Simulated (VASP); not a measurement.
Write the native input for VASP 6.6.1 that does the following.

```yaml
Task: single point
Functional: LDA
Potentials_or_basis: VASP PAW LDA potentials, release 64 (Mg, O)
Cutoff: 600 eV
k_mesh: 8 × 8 × 8
Occupations: fermi-dirac, width 0.01 eV
Spin: no spin polarisation
Dipole_correction: no
Further_INCAR_settings: ALGO = Normal; EDIFF = 1e-06; NBANDS = 11
```

The structure of MgO lies in POSCAR:

```
MgO
1.0
    0.0000000000      2.1100000000      2.1100000000
    2.1100000000      0.0000000000      2.1100000000
    2.1100000000      2.1100000000      0.0000000000
Mg O
1 1
Direct
    0.0000000000      0.0000000000      0.0000000000
    0.5000000000      0.5000000000      0.5000000000
```

The input as run:

INCAR

```
SYSTEM = MgO
PREC = Accurate ; ENCUT = 600
EDIFF = 1E-6 ; ISMEAR = -1
SIGMA = 0.01 ; LREAL = .FALSE.
LASPH = .TRUE. ; NELM = 120
ALGO = Normal ; ISIF = 2
LWAVE = .FALSE. ; LCHARG = .TRUE.
GGA = CA ; LELF = .TRUE.
LVHAR = .TRUE. ; NBANDS = 11
GGA_COMPAT = .FALSE.
```

KPOINTS

```
regular mesh
0
G
  8 8 8
  0 0 0
```

Potentials or basis: VASP PAW LDA potentials, release 64 (Mg, O).

Command:

```sh
$ cat potpaw_LDA.64/Mg/POTCAR potpaw_LDA.64/O/POTCAR > POTCAR
$ mpirun -np 1 vasp_std > vasp.out
```

Results of the run:

The pressure is -8.8 GPa and the band gap on the k mesh is 4.60 eV, direct.

Wall time 5.6 s on 1 thread of AMD EPYC 7R13 Processor (Zen 3), with other jobs on the host, peak memory 0.1 GiB.
